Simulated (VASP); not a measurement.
# Pd (P6_3/mmc) in VASP: notebook

Pd is run at these levels: revPBE; tasks: single point.

Program: VASP 6.6.1. These are calculated values, not measurements. Logs are shortened: lines on timing, memory, paths and dates and some standing lists are left out, and cuts for length are marked.

## (1) The cell of the first run

It takes space group P6_3/mmc (No. 194, hexagonal). The conventional cell has a = 2.719 Å, b = 2.719 Å, c = 4.528 Å, α = 90.00°, β = 90.00°, γ = 120.00°. Within 3.6 Å of Pd (site symmetry -6m2) lie 12 Pd at 2.72 to 2.75 Å.

## (2) Single point, revPBE (volume scaled by 0.92)

The input, INCAR:

```
SYSTEM = Pd
PREC = Accurate
ENCUT = 520
EDIFF = 1E-6
ISMEAR = -1
SIGMA = 0.1
LREAL = .FALSE.
LASPH = .TRUE.
NELM = 100
ALGO = Normal
ISIF = 2
LWAVE = .FALSE.
LCHARG = .TRUE.
GGA = RE
LELF = .TRUE.
LVHAR = .TRUE.
NBANDS = 17
```

The input, KPOINTS:

```
regular mesh
0
G
  21 21 11
  0 0 0
```

The input, POSCAR:

```
Pd
1.0
    2.7191850812      0.0000000000      0.0000000000
   -1.3595925406      2.3548833579      0.0000000000
    0.0000000000      0.0000000000      4.5277477645
Pd
2
Direct
    0.3333333333      0.6666666667      0.2500000000
    0.6666666667      0.3333333333      0.7500000000
```

Potentials or basis: VASP PAW PBE potentials, release 64 (Pd).

Launch:

```
> cat potpaw_PBE.64/Pd/POTCAR > POTCAR
> mpirun -np 1 vasp_std > vasp.out
```

OUTCAR:

```text
SYSTEM = Pd
   PREC = Accurate
   ENCUT = 520
   EDIFF = 1E-6
   ISMEAR = -1
   LREAL = .FALSE.
   LASPH = .TRUE.
   NELM = 100
   ISIF = 2
   GGA = RE

 ion  position               nearest neighbor table
   1  0.333  0.667  0.250-   2 2.75   2 2.75   2 2.75   2 2.75   2 2.75   2 2.75
   2  0.667  0.333  0.750-   1 2.75   1 2.75   1 2.75   1 2.75   1 2.75   1 2.75

  LATTYP: Found a hexagonal cell.
 ALAT       =     2.7191850812
 C/A-ratio  =     1.6651120204

  Lattice vectors:

 A1 = (   2.7191850812,   0.0000000000,   0.0000000000)
 A2 = (  -1.3595925406,   2.3548833579,   0.0000000000)
 A3 = (   0.0000000000,   0.0000000000,   4.5277477645)

Analysis of symmetry for initial positions (statically):
=====================================================================
 Subroutine PRICEL returns:
 Original cell was already a primitive cell.

 Routine SETGRP: Setting up the symmetry group for a
 hexagonal supercell.

 Subroutine GETGRP returns: Found 24 space group operations
 (whereof 12 operations were pure point group operations)
 out of a pool of 24 trial point group operations.

The static configuration has the point symmetry D_3d.
 The point group associated with its full space group is D_6h.

Analysis of symmetry for dynamics (positions and initial velocities):
=====================================================================
 Subroutine PRICEL returns:
 Original cell was already a primitive cell.

 Routine SETGRP: Setting up the symmetry group for a
 hexagonal supercell.

 Subroutine GETGRP returns: Found 24 space group operations
 (whereof 12 operations were pure point group operations)
 out of a pool of 24 trial point group operations.

The dynamic configuration has the point symmetry D_3d.
 The point group associated with its full space group is D_6h.

 Subroutine INISYM returns: Found 24 space group operations
 (whereof 12 operations are pure point group operations),
 and found     1 'primitive' translations

----------------------------------------------------------------------------------------

                                     Primitive cell

  volume of cell :      28.9928

  direct lattice vectors                    reciprocal lattice vectors
     2.719185081  0.000000000  0.000000000     0.367757240  0.212324741  0.000000000
    -1.359592541  2.354883358  0.000000000     0.000000000  0.424649483  0.000000000
     0.000000000  0.000000000  4.527747764     0.000000000  0.000000000  0.220860360

  length of vectors
     2.719185081  2.719185081  4.527747764     0.424649483  0.424649483  0.220860360

  position of ions in fractional coordinates (direct lattice)
     0.333333333  0.666666667  0.250000000
     0.666666667  0.333333333  0.750000000

  ion indices of the primitive-cell ions
   primitive index   ion index
                 1           1
                 2           2

----------------------------------------------------------------------------------------

 KPOINTS: regular mesh

Automatic generation of k-mesh.
 Grid dimensions read from file:
 generate k-points for:   21   21   11

 Generating k-lattice:

  Cartesian coordinates                     Fractional coordinates (reciprocal lattice)
     0.017512250  0.010110702  0.000000000     0.047619048  0.000000000  0.000000000
     0.000000000  0.020221404  0.000000000     0.000000000  0.047619048  0.000000000
     0.000000000  0.000000000  0.020078215     0.000000000  0.000000000  0.090909091

  Length of vectors
     0.020221404  0.020221404  0.020078215

  Shift w.r.t. Gamma in fractional coordinates (k-lattice)
     0.000000000  0.000000000  0.000000000

 Subroutine IBZKPT returns following result:
 ===========================================

 Found    288 irreducible k-points:

 Following reciprocal coordinates:
            Coordinates               Weight
  0.000000  0.000000  0.000000      1.000000
  0.047619  0.000000  0.000000      6.000000
  0.095238  0.000000  0.000000      6.000000
  0.142857  0.000000  0.000000      6.000000
  0.190476  0.000000  0.000000      6.000000
  0.238095  0.000000  0.000000      6.000000
[... 16 lines left out ...]
  0.142857  0.095238  0.000000     12.000000
  0.190476  0.095238  0.000000     12.000000
 [... further k-points ...]
   k-points           NKPTS =    288   k-points in BZ     NKDIM =    288   number of bands    NBANDS=     17
   number of dos      NEDOS =    301   number of ions     NIONS =      2
   total plane-waves  NPLWV =  14400
   dimension x,y,z NGX =    20 NGY =   20 NGZ =   36
   dimension x,y,z NGXF=    40 NGYF=   40 NGZF=   72
   ions per type =               2
   NGX,Y,Z   is equivalent  to a cutoff of  12.23, 12.23, 13.22 a.u.
   NGXF,Y,Z  is equivalent  to a cutoff of  24.46, 24.46, 26.44 a.u.
 SYSTEM =  Pd
   PREC   = accura    normal or accurate (medium, high low for compatibility)
   ISTART =      0    job   : 0-new  1-cont  2-samecut
   ICHARG =      2    charge: 1-file 2-atom 10-const
   ISPIN  =      1    spin polarized calculation?
   LNONCOLLINEAR =      F non collinear calculations
   LSORBIT =      F    spin-orbit coupling
   LASPH  =      T    aspherical Exc in radial PAW
   ENCUT  =  520.0 eV  38.22 Ry    6.18 a.u.   5.06  5.06  8.42*2*pi/ulx,y,z
   NELM   =    100;   NELMIN=  2; NELMDL= -5     # of ELM steps
   EDIFF  = 0.1E-05   stopping-criterion for ELM
   LREAL  =      F    real-space projection
   EDIFFG = 0.1E-04   stopping-criterion for IOM
   NSW    =      0    number of steps for IOM
   IBRION =     -1    ionic relax: 0-MD 1-quasi-New 2-CG
   NFREE  =      0    steps in history (QN), initial steepest desc. (CG)
   ISIF   =      2    stress and relaxation
   ISYM   =      2    0-nonsym 1-usesym 2-fastsym
   POTIM  = 0.5000    time-step for ionic-motion
   TEBEG  =    0.0;   TEEND  =   0.0 temperature during run
   PSTRESS=    0.0 pullay stress
   NELECT =      20.0000    total number of electrons
   NUPDOWN=      -1.0000    fix difference up-down
   EMIN   =  10.00;   EMAX   =-10.00  energy-range for DOS
   EFERMI =   0.00;   METHOD = LEGACY
   ISMEAR =    -1;   SIGMA  =   0.10  broadening in eV -4-tet -1-fermi 0-gaus
   EFERMI_NEDOS =   21; number of points for ismear=-14 and -15
   IALGO  =     38    algorithm
   IMIX   =      4    mixing-type and parameters
     AMIX     =   0.40;   BMIX     =  1.00
     AMIX_MAG =   1.60;   BMIX_MAG =  1.00
  volume/ion in A,a.u.               =      14.50        97.83
  Fermi-wavevector in a.u.,A,eV,Ry     =   1.446510  2.733507 28.468700  2.092390
  Thomas-Fermi vector in A             =   2.564570
   LORBIT       =      0    0 simple, 1 ext, 2 COOP (PROOUT), +10 PAW based schemes
   GGA     = RE    functional components
   LHFCALC =     F    Hartree Fock is set to
   AEXX    =    0.0000 exact exchange contribution
   IVDW    =     0    specifies the selected vdW correction
   LEPSILON=     F    determine dielectric tensor
   LRPA    =     F    only Hartree local field effects (RPA)
 non-spin polarized calculation
  energy-cutoff  :      520.00
  volume of cell :       28.99
 maximum number of plane-waves:       801
   NGX = 11   NGY = 11   NGZ = 17

 number of electron      19.9999996 magnetization

 Free energy of the ion-electron system (eV)
  ---------------------------------------------------
  ext. energy  EPLUGINS =         0.00000000
  ---------------------------------------------------
  free energy    TOTEN  =        -9.40165618 eV

  energy without entropy =       -9.26745070  energy(sigma->0) =       -9.33455344

 E-fermi :  10.1824     XC(G=0): -13.2179

 val. band max:       10.1794771570   @ k =   0.4286   0.0000   0.4545
 cond. band min:      10.1826451602   @ k =   0.4286   0.0000   0.0000
 fundamental gap:      0.0031680032
 Fermi energy:        10.1824015444

 k-point     1 :       0.0000    0.0000    0.0000
  band No.  band energies     occupation
      1       2.9102      2.00000
      2       4.7267      2.00000
      3       7.1276      2.00000
      4       7.3421      2.00000
      5       7.3421      2.00000
      6       7.7085      2.00000
[... 9 lines left out ...]
     16      29.8338      0.00000
     17      32.8630      0.00000

 k-point     2 :       0.0476    0.0000    0.0000
  band No.  band energies     occupation
      1       2.9863      2.00000
      2       4.7821      2.00000
      3       7.0757      2.00000
      4       7.3850      2.00000
      5       7.3938      2.00000
      6       7.6814      2.00000
[... 9 lines left out ...]
     16      29.8230      0.00000
     17      32.2754      0.00000

 k-point     3 :       0.0952    0.0000    0.0000
  band No.  band energies     occupation
      1       3.2095      2.00000
      2       4.9383      2.00000
      3       6.9507      2.00000
      4       7.4761      2.00000
      5       7.5467      2.00000
      6       7.6282      2.00000
[... 9 lines left out ...]
     16      29.5660      0.00000
     17      31.1387      0.00000

 k-point     4 :       0.1429    0.0000    0.0000
  band No.  band energies     occupation
      1       3.5631      2.00000
      2       5.1600      2.00000
      3       6.7994      2.00000
      4       7.4400      2.00000
      5       7.7310      2.00000
      6       7.7433      2.00000
[... 9 lines left out ...]
     16      29.6573      0.00000
     17      29.9097      0.00000
[... 343 lines left out ...]
      1       3.7695      2.00000
      2       5.2924      2.00000
      3       6.6803      2.00000
      4       7.4526      2.00000
      5       7.5597      2.00000
      6       7.7031      2.00000
[... 9 lines left out ...]
     16      29.8547      0.00000
     17      30.3227      0.00000

 k-point    23 :       0.1429    0.0952    0.0000
  band No.  band energies     occupation
      1       4.2115      2.00000
      2       5.5136      2.00000
      3       6.5238      2.00000
      4       7.0817      2.00000
      5       7.3655      2.00000
      6       7.7340      2.00000
[... 9 lines left out ...]
     16      29.2845      0.00000
     17      30.1070      0.00000

 k-point    24 :       0.1905    0.0952    0.0000
  band No.  band energies     occupation
      1       4.6921      2.00000
      2       5.6236      2.00000
      3       6.4912      2.00000
      4       6.6202      2.00000
      5       7.3264      2.00000
      6       7.5734      2.00000
[... 9 lines left out ...]
     16      28.2938      0.00000
     17      30.0404      0.00000

 [... further k-points ...]

------------------------ aborting loop because EDIFF is reached ----------------------------------------

  FORCE on cell =-STRESS in cart. coord.  units (eV):
  Direction    XX          YY          ZZ          XY          YZ          ZX
  --------------------------------------------------------------------------------------
  -------------------------------------------------------------------------------------
  Total        2.7921783      2.7921783      2.7148955      0.0000000      0.0000000      0.0000000
  in kB      154.2990787    154.2990787    150.0283394      0.0000000      0.0000000      0.0000000
  external PRESSURE =     152.8754989 kB  Pullay stress =       0.0000000 kB

 VOLUME and BASIS-vectors are now :
 -----------------------------------------------------------------------------
  energy-cutoff  :      520.00
  volume of cell :       28.99
      direct lattice vectors                 reciprocal lattice vectors
     2.719185081  0.000000000  0.000000000     0.367757240  0.212324741  0.000000000
    -1.359592541  2.354883358  0.000000000     0.000000000  0.424649483  0.000000000
     0.000000000  0.000000000  4.527747764     0.000000000  0.000000000  0.220860360

 POSITION                                       TOTAL-FORCE (eV/Angst)
 -----------------------------------------------------------------------------------
     -0.00000      1.56992      1.13194        -0.000000      0.000000      0.000000
      1.35959      0.78496      3.39581         0.000000     -0.000000      0.000000
 -----------------------------------------------------------------------------------
    total drift:                               -0.000000      0.000000     -0.000000

  FREE ENERGIE OF THE ION-ELECTRON SYSTEM (eV)
  ---------------------------------------------------
  free  energy   TOTEN  =        -9.4016561770 eV

  energy  without entropy=       -9.2674507019  energy(sigma->0) =       -9.33455344
```

Run time: 56 s. Hardware: 1 thread of AMD EPYC 9R45 (Zen 5), shared host; peak memory 0.2 GiB.

Results:

```
Free energy            : -9.4017 eV
Pressure               : 15.3 GPa
Band gap on the k mesh : zero (band 10 reaches 10.37 eV, above the bottom of band 11 at 9.51 eV)
```

Stress tensor (GPa, compression positive):
```
15.43  0.00  0.00
 0.00 15.43  0.00
 0.00  0.00 15.00
```

Caveat: the PAW data sets were made with another functional, which shifts forces and pressure a little.

## (3) Single point, revPBE (volume scaled by 0.96)

The input, INCAR:

```
ALGO = Normal
EDIFF = 1E-7
ENCUT = 520
GGA = RE
ISIF = 2
ISMEAR = -1
LASPH = T
LCHARG = F
LREAL = F
LWAVE = F
NBANDS = 17
NELM = 100
PREC = Accurate
SIGMA = 0.1
```

The input, KPOINTS:

```
k-points
0
Gamma
  21 21 11
```

The input, POSCAR:

```
Pd
1.0
    2.7580358313      0.0000000000      0.0000000000
   -1.3790179157      2.3885290945      0.0000000000
    0.0000000000      0.0000000000      4.5924386155
Pd
2
Direct
    0.3333333333      0.6666666667      0.2500000000
    0.6666666667      0.3333333333      0.7500000000
```

Potentials or basis: VASP PAW PBE potentials, release 64 (Pd).

Launch:

```
> cat potpaw_PBE.64/Pd/POTCAR > POTCAR
> mpirun -np 1 vasp_std > vasp.out
```

OUTCAR:

```text
EDIFF = 1E-7
   ENCUT = 520
   GGA = RE
   ISIF = 2
   ISMEAR = -1
   LASPH = T
   LREAL = F
   NELM = 100
   PREC = Accurate

 ion  position               nearest neighbor table
   1  0.333  0.667  0.250-   2 2.79   2 2.79   2 2.79   2 2.79   2 2.79   2 2.79
   2  0.667  0.333  0.750-   1 2.79   1 2.79   1 2.79   1 2.79   1 2.79   1 2.79

  LATTYP: Found a hexagonal cell.
 ALAT       =     2.7580358313
 C/A-ratio  =     1.6651120204

  Lattice vectors:

 A1 = (   2.7580358313,   0.0000000000,   0.0000000000)
 A2 = (  -1.3790179157,   2.3885290945,   0.0000000000)
 A3 = (   0.0000000000,   0.0000000000,   4.5924386155)

Analysis of symmetry for initial positions (statically):
=====================================================================
 Subroutine PRICEL returns:
 Original cell was already a primitive cell.

 Routine SETGRP: Setting up the symmetry group for a
 hexagonal supercell.

 Subroutine GETGRP returns: Found 24 space group operations
 (whereof 12 operations were pure point group operations)
 out of a pool of 24 trial point group operations.

[... 161 lines left out ...]

  energy without entropy =       -9.34696095  energy(sigma->0) =       -9.41673206

 E-fermi :   9.4694     XC(G=0): -12.9488

 val. band max:        9.4675076380   @ k =   0.4286   0.1429   0.1818
 cond. band min:       9.4713885159   @ k =   0.4286   0.0952   0.0909
 fundamental gap:      0.0038808780
 Fermi energy:         9.4693586022

 k-point     1 :       0.0000    0.0000    0.0000
  band No.  band energies     occupation
      1       2.5258      2.00000
      2       4.3431      2.00000
      3       6.6155      2.00000
      4       6.8175      2.00000
      5       6.8175      2.00000
      6       7.1574      2.00000
[... 457 lines left out ...]
      4       6.1495      2.00000
      5       6.8023      2.00000
      6       7.0374      2.00000
[... 9 lines left out ...]
     16      27.3798      0.00000
     17      29.0650      0.00000

 [... further k-points ...]

------------------------ aborting loop because EDIFF is reached ----------------------------------------

  FORCE on cell =-STRESS in cart. coord.  units (eV):
  Direction    XX          YY          ZZ          XY          YZ          ZX
  --------------------------------------------------------------------------------------
  -------------------------------------------------------------------------------------
  Total        1.2433235      1.2433235      1.1797311     -0.0000000      0.0000000      0.0000000
  in kB       65.8447135     65.8447135     62.4769498     -0.0000000      0.0000000      0.0000000
  external PRESSURE =      64.7221256 kB  Pullay stress =       0.0000000 kB

 VOLUME and BASIS-vectors are now :
 -----------------------------------------------------------------------------
  energy-cutoff  :      520.00
  volume of cell :       30.25
      direct lattice vectors                 reciprocal lattice vectors
     2.758035831  0.000000000  0.000000000     0.362576870  0.209333854  0.000000000
    -1.379017916  2.388529094  0.000000000     0.000000000  0.418667707  0.000000000
     0.000000000  0.000000000  4.592438615     0.000000000  0.000000000  0.217749236

 POSITION                                       TOTAL-FORCE (eV/Angst)
 -----------------------------------------------------------------------------------
     -0.00000      1.59235      1.14811         0.000000      0.000000      0.000000
      1.37902      0.79618      3.44433        -0.000000     -0.000000      0.000000
 -----------------------------------------------------------------------------------
    total drift:                                0.000000     -0.000000      0.000000

  FREE ENERGIE OF THE ION-ELECTRON SYSTEM (eV)
  ---------------------------------------------------
  free  energy   TOTEN  =        -9.4865031752 eV

  energy  without entropy=       -9.3469609534  energy(sigma->0) =       -9.41673206
```

OSZICAR:

```text
N       E                     dE             d eps       ncg     rms          rms(c)
DAV:   1     0.109043193475E+03    0.10904E+03   -0.10546E+04  9808   0.116E+03
DAV:   2    -0.819565056321E+01   -0.11724E+03   -0.11066E+03 10183   0.253E+02
DAV:   3    -0.993009936076E+01   -0.17344E+01   -0.17194E+01 11977   0.343E+01
DAV:   4    -0.994072106614E+01   -0.10622E-01   -0.10621E-01 11584   0.257E+00
DAV:   5    -0.994088362863E+01   -0.16256E-03   -0.16256E-03 11823   0.342E-01    0.101E+01
DAV:   6    -0.950955982374E+01    0.43132E+00   -0.92072E-01 10457   0.100E+01    0.518E+00
DAV:   7    -0.949131114870E+01    0.18249E-01   -0.11224E-02 11474   0.954E-01    0.249E+00
DAV:   8    -0.948649644308E+01    0.48147E-02   -0.19107E-03 10656   0.311E-01    0.836E-02
DAV:   9    -0.948649357593E+01    0.28672E-05   -0.28419E-05 12065   0.469E-02    0.259E-02
DAV:  10    -0.948650427904E+01   -0.10703E-04   -0.53912E-06 11108   0.197E-02    0.901E-03
DAV:  11    -0.948650311615E+01    0.11629E-05   -0.14776E-07  9944   0.404E-03    0.903E-04
DAV:  12    -0.948650317522E+01   -0.59077E-07   -0.18912E-08  5599   0.118E-03
   1 F= -.94865032E+01 E0= -.94167321E+01  d E =-.139542E+00
```

stdout:

```text
POSCAR found type information on POSCAR Pd
 POSCAR found :  1 types and       2 ions
 scaLAPACK will be used
 -----------------------------------------------------------------------------
|                                                                             |
|                                                                             |
|     You enforced a specific xc type in the INCAR file but a different       |
|     I HOPE YOU KNOW WHAT YOU ARE DOING!                                     |
|                                                                             |
 -----------------------------------------------------------------------------

 LDA part: xc-table for (Slater+PW92), standard interpolation
 POSCAR, INCAR and KPOINTS ok, starting setup
 FFT: planning ... GRIDC
 FFT: planning ... GRID_SOFT
 FFT: planning ... GRID
 WAVECAR not read
 entering main loop
```

It took 73 s on 1 thread of AMD EPYC 9R45 (Zen 5), shared host; peak memory 0.22 GiB.

Results:

| Property | Result |
| --- | --- |
| Free energy | -9.4865 eV |
| Pressure | 6.5 GPa |
| Band gap on the k mesh | zero (band 10 reaches 9.63 eV, above the bottom of band 11 at 8.83 eV) |

Levels at points of the mesh, in eV from the Fermi level:
```tsv
k point	band 6	band 7	band 8	band 9	band 10	band 11	band 12	band 13	band 14	band 15
(0.00, 0.00, 0.00)	-2.31	-2.31	-1.64	-1.64	-0.26	-0.26	0.90	6.83	17.09	18.69
```

Caveat: the PAW data sets were made with another functional, which shifts forces and pressure a little.

[end of part 1 of 2]
